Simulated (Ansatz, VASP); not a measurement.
## WSe2 in VASP and in Ansatz

File INCAR:

```
ALGO = Normal
EDIFF = 1E-7
ENCUT = 520
GGA = PE
ISIF = 2
ISMEAR = 0
IVDW = 12
LASPH = True
LCHARG = True
LELF = True
LREAL = False
LVHAR = True
LWAVE = False
NBANDS = 20
NELM = 100
PREC = Accurate
SIGMA = 0.05
```

The input KPOINTS:

```
k-points
0
Gamma
  9 9 4
```

The input POSCAR:

```
WSe2
1.0
    3.3277852269      0.0000000000      0.0000000000
   -1.6638926134      2.8819465448      0.0000000000
    0.0000000000      0.0000000000      6.8016602252
W Se
1 2
Direct
    0.0000000000      0.0000000000      0.0000000000
    0.3333333333      0.6666666667      0.2167576539
    0.3333333333      0.6666666667      0.7832423461
```

Input for Ansatz:

```yaml
crystal:
  lattice:
    - [3.3277852269, 0.0, 0.0]
    - [-1.6638926134, 2.8819465448, 0.0]
    - [0.0, 0.0, 6.8016602252]
  atoms:
    - { symbol: W, position: [0.0, 0.0, 0.0] }
    - { symbol: Se, position: [0.3333333333, 0.6666666667, 0.2167576539] }
    - { symbol: Se, position: [0.3333333333, 0.6666666667, 0.7832423461] }
basis:
  ecutwfc: 420
kpoints:
  mp_grid: { grid: [9, 9, 4] }
hamiltonian:
  xc: pbe
  pseudopotentials: { kind: paw, azcp: { folder: soft_1 } }
  dispersion: d3bj
scf:
  occupations: { method: gaussian, width: 0.05 }
output:
  forces: true
  stress: true
  eigenvalues: true
```

Alike in both runs: task single point; functional PBE; dispersion D3(BJ); k mesh 9 × 9 × 4; occupations gaussian, width 0.05 eV; no spin polarisation.

|  | VASP | Ansatz |
| --- | --- | --- |
| version | VASP 6.6.1 | Ansatz 0.2.0 |
| potentials or method | VASP PAW PBE potentials, release 64 (W_sv, Se), cutoff 520 eV | scalar-relativistic, plane waves, PAW |
| valence electrons in the cell | 26 | 46 |

```csv
,VASP,Ansatz,Ansatz less VASP
gap on the k mesh at the Fermi level (eV),none,none,-
pressure (GPa),17.4,17.0,-0.50
"traceless stress, the component that is largest in VASP (GPa)",13.37,13.27,-0.095
rms of the force components (eV/Å),2.077,2.038,-0.0389
```

Atom by atom the forces differ by 0.039 eV/Å (rms over components). A gap of «none» marks a metal or a gap that the smearing closes. VASP's potentials hold 26 valence electrons a cell and Ansatz's 46, so a difference there can come from the potentials and not from the codes.

Neither program's run includes spin-orbit coupling.
